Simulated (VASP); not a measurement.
Wanted: the native input for a VASP 6.6.1 run.

* Task: single point
* Functional: PBEsol
* Potentials or basis: VASP PAW PBE potentials, release 64 (Pt)
* Cutoff: 520 eV
* k mesh: 11 × 11 × 6
* Occupations: fermi-dirac, width 0.05 eV
* Spin: no spin polarisation
* Dipole correction: no
* Further INCAR settings: ALGO = Fast; EDIFF = 1e-06; NBANDS = 17

The structure of Pt lies in POSCAR:

```
Pt
1.0
    2.6836410531      0.0000000000      0.0000000000
   -1.3418205265      2.3241013266      0.0000000000
    0.0000000000      0.0000000000      4.5679280570
Pt
2
Direct
    0.3333333333      0.6666666667      0.2500000000
    0.6666666667      0.3333333333      0.7500000000
```

The input as run:

INCAR

```
SYSTEM = Pt
ALGO     = Fast           ! electronic algorithm
EDIFF    = 1E-6           ! SCF threshold, eV
ENCUT    = 520            ! plane-wave cutoff, eV
GGA      = PS             ! functional
ISIF     = 2              ! what is computed and relaxed
ISMEAR   = -1             ! smearing method
LASPH    = .True.         ! aspherical terms in the spheres
LCHARG   = .False.        ! write CHGCAR
LREAL    = .False.        ! projectors in reciprocal space
LWAVE    = .False.        ! write WAVECAR
NBANDS   = 17             ! bands
NELM     = 80             ! most SCF steps
PREC     = Accurate       ! precision mode
SIGMA    = 0.05           ! smearing width, eV
```

KPOINTS

```
k-points
0
Gamma
  11 11 6
  0 0 0
```

Potentials or basis: VASP PAW PBE potentials, release 64 (Pt).

Command:

```console
$ cat potpaw_PBE.64/Pt/POTCAR > POTCAR
$ mpirun -np 1 vasp_std > vasp.out
```

Results of the run:

* Pressure: 19.7 GPa
* Band gap on the k mesh: zero (band 10 reaches 12.64 eV, above the bottom of band 11 at 11.24 eV)

Caveat: the PAW data sets were made with another functional, which shifts forces and pressure a little; spin-orbit coupling is left out, which moves the levels of the heavy elements.

Run time: 22 s on 1 thread of Intel(R) Xeon(R) Platinum 8259CL CPU @ 2.50GHz (Skylake/Cascade Lake) (shared host), peak memory 0.15 GiB.
